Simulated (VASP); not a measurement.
# C in VASP: single point with PBE+D3(BJ)

Aim: the single point of C with PBE+D3(BJ).

All numbers are computed with VASP 6.6.1; they aren't measurements. Logs are shortened: lines on timing, memory, paths and dates and some standing lists are left out, and cuts for length are marked.

### 1 The cell of the first run

The cell holds a slab with vacuum, 4 atoms: a = 2.466 Å, b = 2.466 Å, c = 17.500 Å, α = 90.00°, β = 90.00°, γ = 120.00°.

### 2 Single point, PBE+D3(BJ)

Contents of INCAR:

```
  PREC = Accurate
  ENCUT = 520
  EDIFF = 1E-6
  ISMEAR = 0
  SIGMA = 0.1
  LREAL = F
  LASPH = T
  NELM = 60
  ALGO = Normal
  ISIF = 2
  LWAVE = F
  LCHARG = F
  LDIPOL = T
  IDIPOL = 3
  DIPOL = 0.5 0.5 0.349
  GGA = PE
  IVDW = 12
  NBANDS = 16
```

Contents of KPOINTS:

```
regular mesh
0
Gamma
  15 15 1
```

Contents of POSCAR:

```
C
1.0
    2.4656524413      0.0000000000      0.0000000000
   -1.2328262206      2.1353176511      0.0000000000
    0.0000000000      0.0000000000     17.5000663888
C
4
Direct
    0.6666666667      0.3333333333      0.2571437785
    0.3333333333      0.6666666667      0.2571418816
    0.6666666667      0.3333333333      0.4405735508
    0.3333333333      0.6666666667      0.4405716540
```

Potentials or basis: VASP PAW PBE potentials, release 64 (C).

Run with:

```
$ cat potpaw_PBE.64/C/POTCAR > POTCAR
$ mpirun -np 1 vasp_std > vasp.out
```

OUTCAR:

```text
PREC = Accurate
   ENCUT = 520
   EDIFF = 1E-6
   ISMEAR = 0
   LREAL = F
   LASPH = T
   NELM = 60
   ISIF = 2
   GGA = PE
   IVDW = 12
 IVDW          = 12

 ion  position               nearest neighbor table
   1  0.667  0.333  0.257-   2 1.42   2 1.42   2 1.42
   2  0.333  0.667  0.257-   1 1.42   1 1.42   1 1.42
   3  0.667  0.333  0.441-   4 1.42   4 1.42   4 1.42
   4  0.333  0.667  0.441-   3 1.42   3 1.42   3 1.42

  LATTYP: Found a hexagonal cell.
 ALAT       =     2.4656524413
 C/A-ratio  =     7.0975398218

  Lattice vectors:

 A1 = (   2.4656524413,   0.0000000000,   0.0000000000)
 A2 = (  -1.2328262206,   2.1353176511,   0.0000000000)
 A3 = (   0.0000000000,   0.0000000000,  17.5000663888)

Analysis of symmetry for initial positions (statically):
=====================================================================
 Subroutine PRICEL returns:
 Original cell was already a primitive cell.

 Routine SETGRP: Setting up the symmetry group for a
 hexagonal supercell.

 Subroutine GETGRP returns: Found 24 space group operations
 (whereof 12 operations were pure point group operations)
 out of a pool of 24 trial point group operations.

The static configuration has the point symmetry C_6v.
 The point group associated with its full space group is D_6h.

Analysis of symmetry for dynamics (positions and initial velocities):
=====================================================================
 Subroutine PRICEL returns:
 Original cell was already a primitive cell.

 Routine SETGRP: Setting up the symmetry group for a
 hexagonal supercell.

 Subroutine GETGRP returns: Found 24 space group operations
 (whereof 12 operations were pure point group operations)
 out of a pool of 24 trial point group operations.

The dynamic configuration has the point symmetry C_6v.
 The point group associated with its full space group is D_6h.

 Subroutine INISYM returns: Found 24 space group operations
 (whereof 12 operations are pure point group operations),
 and found     1 'primitive' translations

----------------------------------------------------------------------------------------

                                     Primitive cell

  volume of cell :      92.1370

  direct lattice vectors                    reciprocal lattice vectors
     2.465652441  0.000000000  0.000000000     0.405572166  0.234157199  0.000000000
    -1.232826221  2.135317651  0.000000000     0.000000000  0.468314398  0.000000000
     0.000000000  0.000000000 17.500066389     0.000000000  0.000000000  0.057142640

  length of vectors
     2.465652441  2.465652441 17.500066389     0.468314398  0.468314398  0.057142640

  position of ions in fractional coordinates (direct lattice)
     0.666666667  0.333333333  0.257143779
     0.333333333  0.666666667  0.257141882
     0.666666667  0.333333333  0.440573551
     0.333333333  0.666666667  0.440571654

  ion indices of the primitive-cell ions
   primitive index   ion index
                 1           1
                 2           2
                 3           3
                 4           4

----------------------------------------------------------------------------------------

 KPOINTS: regular mesh

Automatic generation of k-mesh.
 Grid dimensions read from file:
 generate k-points for:   15   15    1

 Generating k-lattice:

  Cartesian coordinates                     Fractional coordinates (reciprocal lattice)
     0.027038144  0.015610480  0.000000000     0.066666667  0.000000000  0.000000000
     0.000000000  0.031220960  0.000000000     0.000000000  0.066666667  0.000000000
     0.000000000  0.000000000  0.057142640     0.000000000  0.000000000  1.000000000

  Length of vectors
     0.031220960  0.031220960  0.057142640

  Shift w.r.t. Gamma in fractional coordinates (k-lattice)
     0.000000000  0.000000000  0.000000000

 Subroutine IBZKPT returns following result:
 ===========================================

 Found     27 irreducible k-points:

 Following reciprocal coordinates:
            Coordinates               Weight
  0.000000  0.000000  0.000000      1.000000
  0.066667 -0.000000  0.000000      6.000000
  0.133333  0.000000  0.000000      6.000000
  0.200000  0.000000  0.000000      6.000000
  0.266667  0.000000  0.000000      6.000000
  0.333333 -0.000000  0.000000      6.000000
[... 16 lines left out ...]
  0.333333  0.200000  0.000000     12.000000
  0.400000  0.200000  0.000000      6.000000
 [... further k-points ...]
   k-points           NKPTS =     27   k-points in BZ     NKDIM =     27   number of bands    NBANDS=     16
   number of dos      NEDOS =    301   number of ions     NIONS =      4
   total plane-waves  NPLWV =  45360
   dimension x,y,z NGX =    18 NGY =   18 NGZ =  140
   dimension x,y,z NGXF=    36 NGYF=   36 NGZF=  280
   ions per type =               4
   NGX,Y,Z   is equivalent  to a cutoff of  12.14, 12.14, 13.30 a.u.
   NGXF,Y,Z  is equivalent  to a cutoff of  24.27, 24.27, 26.60 a.u.
 SYSTEM =  unknown system
   PREC   = accura    normal or accurate (medium, high low for compatibility)
   ISTART =      0    job   : 0-new  1-cont  2-samecut
   ICHARG =      2    charge: 1-file 2-atom 10-const
   ISPIN  =      1    spin polarized calculation?
   LNONCOLLINEAR =      F non collinear calculations
   LSORBIT =      F    spin-orbit coupling
   LASPH  =      T    aspherical Exc in radial PAW
   ENCUT  =  520.0 eV  38.22 Ry    6.18 a.u.   4.58  4.58 32.54*2*pi/ulx,y,z
   NELM   =     60;   NELMIN=  2; NELMDL= -5     # of ELM steps
   EDIFF  = 0.1E-05   stopping-criterion for ELM
   LREAL  =      F    real-space projection
   EDIFFG = 0.1E-04   stopping-criterion for IOM
   NSW    =      0    number of steps for IOM
   IBRION =     -1    ionic relax: 0-MD 1-quasi-New 2-CG
   NFREE  =      0    steps in history (QN), initial steepest desc. (CG)
   ISIF   =      2    stress and relaxation
   ISYM   =      2    0-nonsym 1-usesym 2-fastsym
   POTIM  = 0.5000    time-step for ionic-motion
   TEBEG  =    0.0;   TEEND  =   0.0 temperature during run
   PSTRESS=    0.0 pullay stress
   NELECT =      16.0000    total number of electrons
   NUPDOWN=      -1.0000    fix difference up-down
   EMIN   =  10.00;   EMAX   =-10.00  energy-range for DOS
   EFERMI =   0.00;   METHOD = LEGACY
   ISMEAR =     0;   SIGMA  =   0.10  broadening in eV -4-tet -1-fermi 0-gaus
   EFERMI_NEDOS =   21; number of points for ismear=-14 and -15
   IALGO  =     38    algorithm
   IMIX   =      4    mixing-type and parameters
     AMIX     =   0.40;   BMIX     =  1.00
     AMIX_MAG =   1.60;   BMIX_MAG =  1.00
  volume/ion in A,a.u.               =      23.03       155.44
  Fermi-wavevector in a.u.,A,eV,Ry     =   0.913349  1.725980 11.350070  0.834207
  Thomas-Fermi vector in A             =   2.037850
   LORBIT       =      0    0 simple, 1 ext, 2 COOP (PROOUT), +10 PAW based schemes
   GGA     = PE    functional components
   LHFCALC =     F    Hartree Fock is set to
   AEXX    =    0.0000 exact exchange contribution
   IVDW    =    12    specifies the selected vdW correction
   LEPSILON=     F    determine dielectric tensor
   LRPA    =     F    only Hartree local field effects (RPA)
 non-spin polarized calculation
 Gauss-broadening in eV      SIGMA  =   0.10
  energy-cutoff  :      520.00
  volume of cell :       92.14
 maximum number of plane-waves:      2516
   NGX =  9   NGY =  9   NGZ = 65

 dipolmoment           0.000000      0.000000      0.000283 electrons x Angstroem

 number of electron      15.9999996 magnetization

 dipolmoment           0.000000      0.000000     -0.000130 electrons x Angstroem

 Free energy of the ion-electron system (eV)
  ---------------------------------------------------
  ext. energy  EPLUGINS =         0.00000000
  ---------------------------------------------------
  free energy    TOTEN  =       -36.81392513 eV

  energy without entropy =      -36.81392513  energy(sigma->0) =      -36.81392513

 E-fermi :  -0.8228     XC(G=0):  -4.4005

 val. band max:       -1.2810911605   @ k =   0.3333   0.3333   0.0000
 cond. band min:      -0.4102034590   @ k =   0.3333   0.3333   0.0000
 fundamental gap:      0.8708877016
 Fermi energy:        -0.8227575740

 k-point     1 :       0.0000    0.0000    0.0000
  band No.  band energies     occupation
      1     -20.4742      2.00000
      2     -20.2611      2.00000
      3      -9.0563      2.00000
      4      -7.8368      2.00000
      5      -3.8912      2.00000
      6      -3.8912      2.00000
[... 8 lines left out ...]
     15       7.4351      0.00000
     16       7.5112      0.00000

 k-point     2 :       0.0667   -0.0000    0.0000
  band No.  band energies     occupation
      1     -20.3685      2.00000
      2     -20.1565      2.00000
      3      -8.9292      2.00000
      4      -7.7137      2.00000
      5      -4.3189      2.00000
      6      -4.2841      2.00000
[... 8 lines left out ...]
     15       7.5659      0.00000
     16       7.8868      0.00000

 k-point     3 :       0.1333    0.0000    0.0000
  band No.  band energies     occupation
      1     -20.0520      2.00000
      2     -19.8438      2.00000
      3      -8.5499      2.00000
      4      -7.3467      2.00000
      5      -5.4543      2.00000
      6      -5.4055      2.00000
[... 8 lines left out ...]
     15       7.5976      0.00000
     16       8.9606      0.00000
[... 362 lines left out ...]
 k-point    23 :       0.3333    0.2000    0.0000
  band No.  band energies     occupation
      1     -15.5206      2.00000
      2     -15.3615      2.00000
      3     -12.5490      2.00000
      4     -12.4265      2.00000
      5      -9.5902      2.00000
      6      -9.5094      2.00000
[... 8 lines left out ...]
     15      10.2249      0.00000
     16      11.0255      0.00000

 k-point    24 :       0.4000    0.2000    0.0000
  band No.  band energies     occupation
      1     -14.5907      2.00000
      2     -14.4373      2.00000
      3     -13.5886      2.00000
      4     -13.4594      2.00000
      5      -9.7234      2.00000
      6      -9.6417      2.00000
[... 8 lines left out ...]
     15      11.0566      0.00000
     16      11.3435      0.00000

 [... further k-points ...]

------------------------ aborting loop because EDIFF is reached ----------------------------------------

 vacuum level on the upper side and lower side of the slab       (xc-potential included)        -0.157        -0.157

 Edisp (eV)   -0.49401

 E8    (eV) :    -0.1484

  FORCE on cell =-STRESS in cart. coord.  units (eV):
  Direction    XX          YY          ZZ          XY          YZ          ZX
  --------------------------------------------------------------------------------------
  -------------------------------------------------------------------------------------
  Total       0.00886     0.00886     0.68222     0.00000    -0.00000    -0.00000
  in kB       0.15413     0.15413    11.86322     0.00000    -0.00000    -0.00000
  external pressure =        4.06 kB  Pullay stress =        0.00 kB

 VOLUME and BASIS-vectors are now :
 -----------------------------------------------------------------------------
  energy-cutoff  :      520.00
  volume of cell :       92.14
      direct lattice vectors                 reciprocal lattice vectors
     2.465652441  0.000000000  0.000000000     0.405572166  0.234157199  0.000000000
    -1.232826221  2.135317651  0.000000000     0.000000000  0.468314398  0.000000000
     0.000000000  0.000000000 17.500066389     0.000000000  0.000000000  0.057142640

 POSITION                                       TOTAL-FORCE (eV/Angst)
 -----------------------------------------------------------------------------------
      1.23283      0.71177      4.50003        -0.000000      0.000000     -0.110165
     -0.00000      1.42355      4.50000         0.000000     -0.000000     -0.110165
      1.23283      0.71177      7.71007        -0.000000      0.000000      0.110165
     -0.00000      1.42355      7.71003         0.000000     -0.000000      0.110165
 -----------------------------------------------------------------------------------
    total drift:                                0.000000      0.000000     -0.029662

  FREE ENERGIE OF THE ION-ELECTRON SYSTEM (eV)
  ---------------------------------------------------
  free  energy   TOTEN  =       -37.3079320754 eV

  energy  without entropy=      -37.3079320754  energy(sigma->0) =      -37.30793208

 vacuum level on the upper side and lower side of the slab         3.337         3.339
```

Run time: 69 s. Hardware: 1 thread of AMD EPYC 7R13, shared host; peak memory 0.18 GiB.

What came out:

```
Free energy                : -37.3079 eV
Largest force              : 0.110 eV/Å
Band gap on the k mesh     : 0.87 eV, direct
Dispersion energy per atom : -0.124 eV
```

Forces on the atoms (eV/Å):
```
C    0.000  0.000 -0.110
C    0.000  0.000 -0.110
C    0.000  0.000  0.110
C    0.000  0.000  0.110
```
